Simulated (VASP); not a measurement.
# Ge (P6_3/mmc) in VASP: further runs, part 2 of 2

VASP 6.6.1.

## (3) Relaxation of shape and atoms at fixed volume, PBE

This run uses another cell than the first one, of 9.68 Å³/atom.

Input file INCAR:

```
SYSTEM = Ge
ALGO     = Normal         ! electronic algorithm
EDIFF    = 1E-6           ! SCF threshold, eV
EDIFFG   = -0.005         ! ionic threshold
ENCUT    = 600            ! plane-wave cutoff, eV
GGA      = PE             ! functional
IBRION   = 2              ! ionic algorithm
ISIF     = 4              ! what is computed and relaxed
ISMEAR   = -1             ! smearing method
LASPH    = .True.         ! aspherical terms in the spheres
LCHARG   = .False.        ! write CHGCAR
LREAL    = .False.        ! projectors in reciprocal space
LWAVE    = .False.        ! write WAVECAR
NELM     = 60             ! most SCF steps
NSW      = 50             ! ionic steps
PREC     = Accurate       ! precision mode
SIGMA    = 0.1            ! smearing width, eV
```

Input file KPOINTS:

```
k-points
0
Gamma
  14 14 8
  0 0 0
```

Input file POSCAR:

```
Ge
1.0
    2.3552371233      0.0000000000      0.0000000000
   -1.1776185617      2.0396951807      0.0000000000
    0.0000000000      0.0000000000      4.0312727804
Ge
2
Direct
    0.3333333333      0.6666666667      0.2500000000
    0.6666666667      0.3333333333      0.7500000000
```

Potentials or basis: VASP PAW PBE potentials, release 64 (Ge_d).

The run is started by

```console
$ cat potpaw_PBE.64/Ge_d/POTCAR > POTCAR
$ mpirun -np 1 vasp_std > vasp.out
```

OUTCAR:

```text
SYSTEM = Ge
   EDIFF = 1E-6
   EDIFFG = -0.005
   ENCUT = 600
   GGA = PE
   IBRION = 2
   ISIF = 4
   ISMEAR = -1
   LASPH = .True.
   LREAL = .False.
   NELM = 60
   NSW = 50
   PREC = Accurate

 ion  position               nearest neighbor table
   1  0.333  0.667  0.250-   2 2.43   2 2.43   2 2.43   2 2.43   2 2.43   2 2.43
   2  0.667  0.333  0.750-   1 2.43   1 2.43   1 2.43   1 2.43   1 2.43   1 2.43

  LATTYP: Found a hexagonal cell.
 ALAT       =     2.3552371233
 C/A-ratio  =     1.7116207708

  Lattice vectors:

 A1 = (   2.3552371233,   0.0000000000,   0.0000000000)
 A2 = (  -1.1776185617,   2.0396951807,   0.0000000000)
 A3 = (   0.0000000000,   0.0000000000,   4.0312727804)

Analysis of symmetry for initial positions (statically):
=====================================================================
 Subroutine PRICEL returns:
 Original cell was already a primitive cell.

 Routine SETGRP: Setting up the symmetry group for a
 hexagonal supercell.

 Subroutine GETGRP returns: Found 24 space group operations
 (whereof 12 operations were pure point group operations)
 out of a pool of 24 trial point group operations.

The static configuration has the point symmetry D_3d.
 The point group associated with its full space group is D_6h.

Analysis of symmetry for dynamics (positions and initial velocities):
=====================================================================
 Subroutine PRICEL returns:
 Original cell was already a primitive cell.

 Routine SETGRP: Setting up the symmetry group for a
 hexagonal supercell.

 Subroutine GETGRP returns: Found 24 space group operations
 (whereof 12 operations were pure point group operations)
 out of a pool of 24 trial point group operations.

The dynamic configuration has the point symmetry D_3d.
 The point group associated with its full space group is D_6h.

 Subroutine INISYM returns: Found 24 space group operations
 (whereof 12 operations are pure point group operations),
[... 123 lines left out ...]
   AEXX    =    0.0000 exact exchange contribution
   IVDW    =     0    specifies the selected vdW correction
   LEPSILON=     F    determine dielectric tensor
   LRPA    =     F    only Hartree local field effects (RPA)
 conjugate gradient relaxation of ions
 non-spin polarized calculation
  energy-cutoff  :      600.00
  volume of cell :       19.37
 maximum number of plane-waves:       665
 NGX is ok and might be reduce to    20
   NGX =  9   NGY =  9   NGZ = 17

--------------------------------------- Ionic step        1  -------------------------------------------

 number of electron      27.9999985 magnetization

 Free energy of the ion-electron system (eV)
  ---------------------------------------------------
  ext. energy  EPLUGINS =         0.00000000
  ---------------------------------------------------
  free energy    TOTEN  =        -1.65519980 eV

  energy without entropy =       -1.63845688  energy(sigma->0) =       -1.64682834

------------------------ aborting loop because EDIFF is reached ----------------------------------------

  FORCE on cell =-STRESS in cart. coord.  units (eV):
  Direction    XX          YY          ZZ          XY          YZ          ZX
  --------------------------------------------------------------------------------------
  -------------------------------------------------------------------------------------
  Total       26.2221323     26.2221323     23.5392393     -0.0000000     -0.0000000      0.0000000
  in kB     2169.3842968   2169.3842968   1947.4257658     -0.0000001     -0.0000000      0.0000000
  external PRESSURE =    2095.3981198 kB  Pullay stress =       0.0000000 kB
[... 131 lines left out ...]
--------------------------------------- Ionic step        5  -------------------------------------------

 number of electron      28.0000005 magnetization

 Free energy of the ion-electron system (eV)
  ---------------------------------------------------
  ext. energy  EPLUGINS =         0.00000000
  ---------------------------------------------------
  free energy    TOTEN  =        -1.69374809 eV

  energy without entropy =       -1.67664911  energy(sigma->0) =       -1.68519860

 E-fermi :  16.9551     XC(G=0): -15.1173

 val. band max:       16.9414395723   @ k =   0.2143   0.0000   0.3750
 cond. band min:      16.9918536846   @ k =   0.5000   0.0000   0.0000
 fundamental gap:      0.0504141123
 Fermi energy:        16.9551375755

 k-point     1 :       0.0000    0.0000    0.0000
  band No.  band energies     occupation
      1      -9.4376      2.00000
      2      -9.1819      2.00000
      3      -9.1394      2.00000
      4      -9.1394      2.00000
      5      -9.0753      2.00000
      6      -9.0753      2.00000
[... 481 lines left out ...]
      5      -9.0493      2.00000
      6      -8.9905      2.00000
[... 10 lines left out ...]
     17      18.1681      0.00001
     18      20.1356      0.00000

 [... further k-points ...]

------------------------ aborting loop because EDIFF is reached ----------------------------------------

  FORCE on cell =-STRESS in cart. coord.  units (eV):
  Direction    XX          YY          ZZ          XY          YZ          ZX
  --------------------------------------------------------------------------------------
  -------------------------------------------------------------------------------------
  Total       25.3519377     25.3519377     25.3454843     -0.0000000     -0.0000000      0.0000000
  in kB     2097.3921919   2097.3921918   2096.8582973     -0.0000001     -0.0000000      0.0000000
  external PRESSURE =    2097.2142270 kB  Pullay stress =       0.0000000 kB
[... 17 lines left out ...]
  FREE ENERGIE OF THE ION-ELECTRON SYSTEM (eV)
  ---------------------------------------------------
  free  energy   TOTEN  =        -1.6937480942 eV

  energy  without entropy=       -1.6766491109  energy(sigma->0) =       -1.68519860

 reached required accuracy - stopping structural energy minimisation
```

OSZICAR:

```text
N       E                     dE             d eps       ncg     rms          rms(c)
DAV:   1     0.145124340473E+03    0.14512E+03   -0.14961E+04  4986   0.545E+03
DAV:   2     0.106714652561E+02   -0.13445E+03   -0.13120E+03  4336   0.527E+02
[... 34 lines left out ...]
   4 F= -.16937336E+01 E0= -.16852213E+01  d E =-.385338E-01
       N       E                     dE             d eps       ncg     rms          rms(c)
DAV:   1    -0.169392613909E+01   -0.19249E-03   -0.29340E-03  6026   0.614E-01    0.805E-02
DAV:   2    -0.169380745582E+01    0.11868E-03   -0.13568E-04  5754   0.268E-01    0.485E-02
DAV:   3    -0.169374748850E+01    0.59967E-04   -0.88095E-05  6334   0.244E-01    0.512E-03
DAV:   4    -0.169374809418E+01   -0.60568E-06   -0.99011E-06  4506   0.369E-02
   5 F= -.16937481E+01 E0= -.16851986E+01  d E =-.385483E-01
```

CONTCAR:

```text
Ge
   1.00000000000000
     2.3941079343107519   -0.0000000000274881    0.0000000000000000
    -1.1970539672300065    2.0733582905012140   -0.0000000000000000
     0.0000000000000000   -0.0000000000000000    3.9014317181163709
  Ge
     2
Direct
     0.3333333332999970    0.6666666667000030    0.2500000000000000
     0.6666666667000030    0.3333333332999970    0.7500000000000000

  0.00000000E+00  0.00000000E+00  0.00000000E+00
  0.00000000E+00  0.00000000E+00  0.00000000E+00
```

It took 68 s on 1 thread of AMD EPYC 9R45 (Zen 5), shared host; peak memory 0.13 GiB.

Results:

| Property | Result |
| --- | --- |
| Free energy | -1.6937 eV |
| Energy gained by relaxing | 19.3 meV/atom |
| Ionic steps | 5 |
| Pressure after relaxing | 209.7 GPa |
| Band gap on the k mesh | zero (bands 14 and 15 overlap by 17.43 eV) |

Step by step:
```tsv
step	energy change (eV)	largest force (eV/Å)	pressure (GPa)	volume (Å³)
1	0.0000	0.0000	209.54	19.37
2	-0.0342	0.0000	209.74	19.37
3	-0.0385	0.0000	209.73	19.37
4	-0.0385	0.0000	209.70	19.37
5	-0.0385	0.0000	209.72	19.37
```

Final structure:
```
CELL_PARAMETERS angstrom
2.39411 0.00000 0.00000
-1.19705 2.07336 0.00000
0.00000 0.00000 3.90143
ATOMIC_POSITIONS crystal
Ge 0.33333 0.66667 0.25000
Ge 0.66667 0.33333 0.75000
```

Levels at points of the mesh, in eV from the Fermi level:
| k point | band 12 | band 13 | band 14 | band 15 | band 16 | band 17 |
| --- | --- | --- | --- | --- | --- | --- |
| (0.00, 0.00, 0.00) | -11.22 | -9.99 | 12.31 | 12.31 | 14.81 | 14.81 |
| (0.50, 0.00, 0.00) | -11.85 | -2.88 | -2.49 | -0.71 | 0.04 | 3.73 |
| (0.00, 0.00, 0.50) | -18.56 | 2.08 | 2.08 | 14.58 | 14.58 | 14.58 |
| (0.50, 0.00, 0.50) | -10.20 | -8.24 | -8.24 | 6.62 | 6.62 | 8.74 |

## (4) Relaxation of shape and atoms at fixed volume, PBE

This run uses another cell than the first one, of 11.62 Å³/atom.

Input file INCAR:

```
SYSTEM = Ge
ALGO     = Normal         ! electronic algorithm
EDIFF    = 1E-7           ! SCF threshold, eV
EDIFFG   = -0.005         ! ionic threshold
ENCUT    = 600            ! plane-wave cutoff, eV
GGA      = PE             ! functional
IBRION   = 2              ! ionic algorithm
ISIF     = 4              ! what is computed and relaxed
ISMEAR   = -1             ! smearing method
LASPH    = .TRUE.         ! aspherical terms in the spheres
LCHARG   = .FALSE.        ! write CHGCAR
LREAL    = .FALSE.        ! projectors in reciprocal space
LWAVE    = .FALSE.        ! write WAVECAR
NELM     = 60             ! most SCF steps
NSW      = 50             ! ionic steps
PREC     = Accurate       ! precision mode
SIGMA    = 0.1            ! smearing width, eV
```

Input file KPOINTS:

```
k-points
0
G
  14 14 8
  0 0 0
```

Input file POSCAR:

```
Ge
1.0
    2.5028129116      0.0000000000      0.0000000000
   -1.2514064558      2.1674995623      0.0000000000
    0.0000000000      0.0000000000      4.2838665648
Ge
2
Direct
    0.3333333333      0.6666666667      0.2500000000
    0.6666666667      0.3333333333      0.7500000000
```

The run is started by

```console
$ cat potpaw_PBE.64/Ge_d/POTCAR > POTCAR
$ mpirun -np 1 vasp_std > vasp.out
```

It took 94 s on 1 thread of AMD EPYC 9R45 (Zen 5), shared host; peak memory 0.14 GiB.

It converged, with:

```
Free energy               : -5.2928 eV
Energy gained by relaxing : 11.4 meV/atom
Ionic steps               : 5
Pressure after relaxing   : 101.8 GPa
Band gap on the k mesh    : zero (bands 14 and 15 overlap by 15.30 eV)
```

Stress tensor (GPa, compression positive):
```
101.82   0.00   0.00
  0.00 101.82   0.00
  0.00   0.00 101.74
```

The path:
```tsv
step	energy change (eV)	largest force (eV/Å)	pressure (GPa)	volume (Å³)
1	0.0000	0.0000	102.80	23.24
2	-0.0204	0.0000	101.94	23.24
3	-0.0223	0.0000	101.82	23.24
4	-0.0228	0.0000	101.80	23.24
5	-0.0229	0.0000	101.80	23.24
```

Final structure:
```
Ge
1.0
     2.54494    0.00000    0.00000
    -1.27247    2.20398    0.00000
     0.00000    0.00000    4.14322
Ge
2
Direct
  0.33333 0.66667 0.25000
  0.66667 0.33333 0.75000
```

Levels at points of the mesh, in eV from the Fermi level:
```tsv
k point	band 11	band 12	band 13	band 14	band 15	band 16	band 17	band 18
(0.00, 0.00, 0.00)	-18.51	-9.34	-9.29	10.52	10.52	13.06	13.06	14.94
(0.50, 0.00, 0.00)	-10.64	-10.16	-2.24	-2.24	-1.36	0.47	3.41	7.95
(0.00, 0.00, 0.50)	-16.23	-16.23	1.88	1.88	12.39	12.39	12.39	12.39
(0.50, 0.00, 0.50)	-8.65	-8.65	-7.59	-7.59	5.86	5.86	7.51	7.51
```

## (5) Relaxation of shape and atoms at fixed volume, PBE

This run uses another cell than the first one, of 13.56 Å³/atom.

Input file INCAR:

```
PREC = Accurate ; ENCUT = 600
EDIFF = 1E-7 ; ISMEAR = -1
SIGMA = 0.1 ; LREAL = F
LASPH = T ; NELM = 80
ALGO = Normal ; ISIF = 4
LWAVE = F ; LCHARG = F
GGA = PE ; IBRION = 2
NSW = 50 ; EDIFFG = -0.005
```

Input file KPOINTS:

```
Automatic mesh
0
Gamma
  14 14 8
```

Input file POSCAR:

```
Ge
1.0
    2.6347777258      0.0000000000      0.0000000000
   -1.3173888629      2.2817844439      0.0000000000
    0.0000000000      0.0000000000      4.5097402819
Ge
2
Direct
    0.3333333333      0.6666666667      0.2500000000
    0.6666666667      0.3333333333      0.7500000000
```

The run is started by

```console
$ cat potpaw_PBE.64/Ge_d/POTCAR > POTCAR
$ mpirun -np 1 vasp_std > vasp.out
```

Wall time 72 s (1 thread of AMD EPYC 9R45 (Zen 5), shared host); peak memory 0.16 GiB.

It converged, with:

```
Free energy               : -7.0634 eV
Energy gained by relaxing : 1.8 meV/atom
Ionic steps               : 3
Pressure after relaxing   : 50.7 GPa
Band gap on the k mesh    : zero (bands 14 and 15 overlap by 13.81 eV)
```

Step by step:
```tsv
step	energy change (eV)	largest force (eV/Å)	pressure (GPa)	volume (Å³)
1	0.0000	0.0000	51.00	27.11
2	-0.0036	0.0000	50.78	27.11
3	-0.0036	0.0000	50.71	27.11
```

Final structure:
```yaml
crystal:
  lattice:
    - [2.65039, 0.00000, 0.00000]
    - [-1.32520, 2.29531, 0.00000]
    - [0.00000, 0.00000, 4.45675]
  atoms:
    - { symbol: Ge, position: [0.33333, 0.66667, 0.25000] }
    - { symbol: Ge, position: [0.66667, 0.33333, 0.75000] }
```

Levels at points of the mesh, in eV from the Fermi level:
| k point | band 12 | band 13 | band 14 | band 15 | band 16 | band 17 |
| --- | --- | --- | --- | --- | --- | --- |
| (0.00, 0.00, 0.00) | -9.32 | -8.15 | 9.78 | 9.78 | 11.80 | 12.10 |
| (0.50, 0.00, 0.00) | -8.83 | -2.45 | -2.22 | -1.78 | 0.72 | 3.56 |
| (0.00, 0.00, 0.50) | -14.66 | 0.92 | 0.92 | 11.25 | 11.25 | 11.25 |
| (0.50, 0.00, 0.50) | -7.70 | -6.87 | -6.87 | 5.56 | 5.56 | 6.04 |

## (6) Overview

```tsv
cell	gap on the mesh (eV)	pressure (GPa)
relaxed from a = 2.186, b = 2.186, c = 3.742 Å, angles 90.0, 90.0, 120.0°, 2 atoms	none	463.6
relaxed from a = 2.355, b = 2.355, c = 4.031 Å, angles 90.0, 90.0, 120.0°, 2 atoms	none	209.7
relaxed from a = 2.503, b = 2.503, c = 4.284 Å, angles 90.0, 90.0, 120.0°, 2 atoms	none	101.8
relaxed from a = 2.635, b = 2.635, c = 4.510 Å, angles 90.0, 90.0, 120.0°, 2 atoms	none	50.7
```

Alike in all rows: task relaxation of shape and atoms at fixed volume; level PBE; potentials or basis VASP PAW PBE potentials, release 64 (Ge_d); no spin polarisation; k mesh 14 × 14 × 8; cutoff (eV) 600; smearing fermi-dirac 0.1 eV.

Total energies depend on the potentials used, so only differences within one code and one set of settings carry meaning.
